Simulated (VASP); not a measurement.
Crystal: NaI.

```
Na I
1.0
     0.00000    3.10053    3.10053
     3.10053    0.00000    3.10053
     3.10053    3.10053    0.00000
Na I
1 1
Direct
  0.00000 0.00000 0.00000
  0.50000 0.50000 0.50000
```

This cell differs from its parent crystal: strain -4.0%.

Base run:

```yaml
Program: VASP 6.6.1
Functional: r2SCAN
Potentials_or_basis: VASP PAW PBE potentials, release 64 (Na_pv, I)
Cutoff: 520 eV
k_mesh: 8 × 8 × 8
Occupations: gaussian, width 0.01 eV
Spin: no spin polarisation
```

Its results: band gap on the k mesh 4.88 eV, direct; pressure 2.7 GPa.

Task: The run is repeated on the same cell with these changes: functional from r2SCAN to PBE; k mesh from 8 × 8 × 8 to 4 × 4 × 4. What comes out?

Result: Band gap on the k mesh 4.02 eV, direct; pressure 3.5 GPa.

Several settings changed at once, so the effect can't be laid on one alone.

Caveats: some runs use coarse meshes; spin-orbit coupling is left out, which moves the levels of the heavy elements; the PAW data sets were made with another functional, which shifts forces and pressure a little (some runs).

A k mesh can miss the band edges.
